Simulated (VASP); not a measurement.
Runs of VASP 6.6.1 on C. The structure is that of space group R-3m (No. 166), or close to it. The cells are those of the table. 

```csv
cell,gap on the mesh (eV),pressure (GPa),largest force (eV/Å)
"a = 3.817 Å, angles 39.5°, 2 atoms",0.62,-34.6,0.93
"a = 3.686 Å, angles 36.9°, 2 atoms",0.63,48.3,(c)
"a = 3.587 Å, angles 42.1°, 2 atoms",0.93,-36.7,0.83
"a = 3.777 Å, angles 37.0°, 2 atoms",0.57,18.9,0.94
"a = 3.544 Å, angles 39.5°, 2 atoms",0.86,20.8,0.84
"a = 3.496 Å, angles 42.2°, 2 atoms",(a),-22.3,0.81
"a = 3.572 Å, angles 41.3°, 2 atoms",0.91,-22.0,0.85
"a = 3.482 Å, angles 41.3°, 2 atoms",1.01,-2.9,0.82
"a = 3.530 Å, angles 38.6°, 2 atoms",0.84,51.2,0.80
"a = 3.663 Å, angles 41.2°, 2 atoms",0.81,-36.0,0.87
"a = 3.712 Å, angles 38.6°, 2 atoms",(b),-3.4,0.92
"a = 3.790 Å, angles 37.8°, 2 atoms",0.59,-3.4,0.96
```

Alike in all rows: task single point; level LDA; potentials or basis VASP PAW LDA potentials, release 64 (C); no spin polarisation; k mesh 12 × 12 × 12; cutoff (eV) 520; smearing gaussian 0.05 eV.

Q: Fill in the values left out.

A: (a) 1.03; (b) 0.67; (c) 0.86.

A k mesh can miss the band edges.
